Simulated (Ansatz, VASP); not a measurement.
**One calculation of WS2, two programs**

```xyz
3
Lattice="1.5737 0.9086 6.1427 -1.5737 0.9086 6.1427 0.0000 -1.8172 6.1427" Properties=species:S:1:pos:R:3 pbc="T T T"
W     0.0000    0.0000    0.0000
S     0.0000    0.0000   13.8266
S     0.0000    0.0000   10.7068
```

Change from the starting cell: volume scaled by 0.99.

Alike in both runs: task single point; functional LDA; k mesh 13 × 13 × 13; occupations fermi-dirac, width 0.08 eV; no spin polarisation.

```csv
,VASP,Ansatz
version,VASP 6.6.1,Ansatz 0.2.0
potentials or method,"VASP PAW LDA potentials, release 64 (W_sv, S), cutoff 520 eV","all-electron LAPW, scalar-relativistic"
```

```tsv
	VASP	Ansatz	Ansatz less VASP
pressure (GPa)	-1.6	-2.0	-0.35
traceless stress, the component that is largest in VASP (GPa)	0.42	0.40	-0.018
rms of the force components (eV/Å)	0.247	0.248	+0.0018
```

LDA's correlation is that of Perdew and Zunger in VASP and of Perdew and Wang (1992) in Ansatz. Atom by atom the forces differ by 0.022 eV/Å (rms over components). Ansatz ran all-electron here, and VASP with PAW potentials.

Neither program's run includes spin-orbit coupling.
